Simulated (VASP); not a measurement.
A run of VASP 6.6.1 is set up as follows.

Contents of INCAR:

```
ALGO = Normal
EDIFF = 1E-7
ENCUT = 520
GGA = PS
ISIF = 2
ISMEAR = 0
LASPH = T
LCHARG = F
LREAL = F
LWAVE = F
NBANDS = 24
NELM = 100
PREC = Accurate
SIGMA = 0.1
```

The input KPOINTS:

```
k-points
0
Gamma
  12 12 12
```

File POSCAR:

```
ScCu2
1.0
   -1.6752917904      1.6752917904      4.2578674352
    1.6752917904     -1.6752917904      4.2578674352
    1.6752917904      1.6752917904     -4.2578674352
Sc Cu
1 2
Direct
    0.0000000000      0.0000000000      0.0000000000
    0.6738450000      0.6738450000      0.0000000000
    0.3261550000      0.3261550000      0.0000000000
```

Potentials or basis: VASP PAW PBE potentials, release 64 (Sc_sv, Cu).

Launch:

```sh
$ cat potpaw_PBE.64/Sc_sv/POTCAR potpaw_PBE.64/Cu/POTCAR > POTCAR
$ mpirun -np 1 vasp_std > vasp.out
```

(1) Estimate the pressure.

(2) What does it give for the largest force?

Results:

(1) -8.3 GPa.

(2) 0.020 eV/Å.

Caveat: the cell stands under tension; the PAW data sets were made with another functional, which shifts forces and pressure a little.
